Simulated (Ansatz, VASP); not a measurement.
Two plane-wave programs on ZnS

INCAR

```
  ALGO = Normal
  EDIFF = 1E-6
  ENCUT = 500
  GGA = PE
  GGA_COMPAT = False
  ISIF = 2
  ISMEAR = 0
  LASPH = True
  LCHARG = False
  LREAL = False
  LWAVE = False
  NBANDS = 26
  NELM = 120
  PREC = Accurate
  SIGMA = 0.05
```

Contents of KPOINTS:

```
k-points
0
Gamma
  6 6 4
```

File POSCAR:

```
ZnS
1.0
    3.8454929889      0.0000000000      0.0000000000
   -1.9227464944      3.3302946184      0.0000000000
    0.0000000000      0.0000000000      6.3053333047
Zn S
2 2
Direct
    0.3471936601      0.6685133852      0.0352026153
    0.6680944294      0.3503761190      0.5040312806
    0.3611826853      0.6565513030      0.3473158814
    0.6235292252      0.3245591928      0.8834502228
```

Input for Ansatz:

```yaml
crystal:
  lattice:
    - [3.8454929889, 0.0, 0.0]
    - [-1.9227464944, 3.3302946184, 0.0]
    - [0.0, 0.0, 6.3053333047]
  atoms:
    - { symbol: Zn, position: [0.3471936601, 0.6685133852, 0.0352026153] }
    - { symbol: Zn, position: [0.6680944294, 0.350376119, 0.5040312806] }
    - { symbol: S, position: [0.3611826853, 0.656551303, 0.3473158814] }
    - { symbol: S, position: [0.6235292252, 0.3245591928, 0.8834502228] }
basis:
  ecutwfc: 420
kpoints:
  mp_grid: { grid: [6, 6, 4] }
hamiltonian:
  xc: pbe
scf:
  occupations: { method: gaussian, width: 0.05 }
output:
  forces: true
  stress: true
  eigenvalues: true
```

Change from the starting cell: all atoms moved at random, sigma 0.1 Å a component.

Alike in both runs: task single point; functional PBE; k mesh 6 × 6 × 4; occupations gaussian, width 0.05 eV; no spin polarisation.

|  | VASP | Ansatz |
| --- | --- | --- |
| version | VASP 6.6.1 | Ansatz 0.2.0 |
| potentials or method | VASP PAW PBE potentials, release 64 (Zn, S), cutoff 500 eV | scalar-relativistic, plane waves, PAW |
| valence electrons in the cell | 36 | 36 |

|  | VASP | Ansatz | Ansatz less VASP |
| --- | --- | --- | --- |
| gap on the k mesh at the Fermi level (eV) | 1.83 | 1.83 | -0.001 |
| least direct gap on the mesh (eV) | 1.83 | 1.83 | -0.001 |
| pressure (GPa) | 5.0 | 4.8 | -0.20 |
| traceless stress, the component that is largest in VASP (GPa) | 10.98 | 10.91 | -0.066 |
| rms of the force components (eV/Å) | 2.190 | 2.177 | -0.0133 |

Atom by atom the forces differ by 0.014 eV/Å (rms over components). With one functional, cell and mesh, what is left measures potentials, basis and numerics.
